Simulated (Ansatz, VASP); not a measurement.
One calculation of Hf2SnTe6, two programs

```xyz
9
Lattice="4.0367 0.0000 0.0000 -2.0183 3.4959 0.0000 0.0000 0.0000 21.7540" Properties=species:S:1:pos:R:3 pbc="T T T"
Hf    0.0000    0.0000   18.1651
Hf    0.0000    0.0000    3.5889
Sn    0.0000    0.0000   10.8770
Te    0.0000    2.3306   19.9105
Te    0.0000    2.3306    5.3329
Te    0.0000    2.3306   12.6952
Te    2.0183    1.1653    1.8435
Te    2.0183    1.1653    9.0588
Te    2.0183    1.1653   16.4211
```

Alike in both runs: functional PBE; k mesh 12 × 12 × 2; occupations gaussian, width 0.1 eV; no spin polarisation.

Ansatz relaxed the structure, and its values are those at the end. VASP's run is a single point on that final structure, the one shown.

|  | VASP | Ansatz |
| --- | --- | --- |
| version | VASP 6.6.1 | Ansatz 0.2.0 |
| potentials or method | VASP PAW PBE potentials, release 64 (Hf_pv, Sn_d, Te), cutoff 520 eV | scalar-relativistic, plane waves, PAW |
| valence electrons in the cell | 70 | 162 |

Ansatz gave:

| Item | Value |
| --- | --- |
| gap on the k mesh at the Fermi level (eV) | none |
| pressure (GPa) | 0.0 |
| rms of the force components (eV/Å) | 0.001 |

Q: What did VASP give for the same quantities?

A: gap on the k mesh at the Fermi level (eV): none; pressure (GPa): -0.1; rms of the force components (eV/Å): 0.010.

A gap of «none» marks a metal or a gap that the smearing closes. With one functional, cell and mesh, what is left measures potentials, basis and numerics. VASP's potentials hold 70 valence electrons a cell and Ansatz's 162, so a difference there can come from the potentials and not from the codes.

Spin-orbit coupling is off throughout.
